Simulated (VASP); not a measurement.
A run of VASP 6.6.1 is set up as follows.

The input INCAR:

```
ALGO     = Normal         # electronic algorithm
EDIFF    = 1E-7           # SCF threshold, eV
ENCUT    = 520            # plane-wave cutoff, eV
GGA      = PE             # functional
ISIF     = 2              # what is computed and relaxed
ISMEAR   = 0              # smearing method
LASPH    = T              # aspherical terms in the spheres
LCHARG   = F              # write CHGCAR
LREAL    = F              # projectors in reciprocal space
LWAVE    = F              # write WAVECAR
NBANDS   = 8              # bands
NELM     = 100            # most SCF steps
PREC     = Accurate       # precision mode
SIGMA    = 0.1            # smearing width, eV
```

KPOINTS

```
k-points
0
Gamma
  18 18 18
```

POSCAR

```
Sb
1.0
   -1.5868349905      1.5868349905      2.4855729304
    1.5868349905     -1.5868349905      2.4855729304
    1.5868349905      1.5868349905     -2.4855729304
Sb
1
Direct
    0.0000000000      0.0000000000      0.0000000000
```

Potentials or basis: VASP PAW PBE potentials, release 64 (Sb).

Launch:

```sh
$ cat potpaw_PBE.64/Sb/POTCAR > POTCAR
$ mpirun -np 1 vasp_std > vasp.out
```

(1) Predict the pressure.

Results:

(1) 6.8 GPa.

Caveat: the cell differs from its parent crystal (functional PBE, strained).
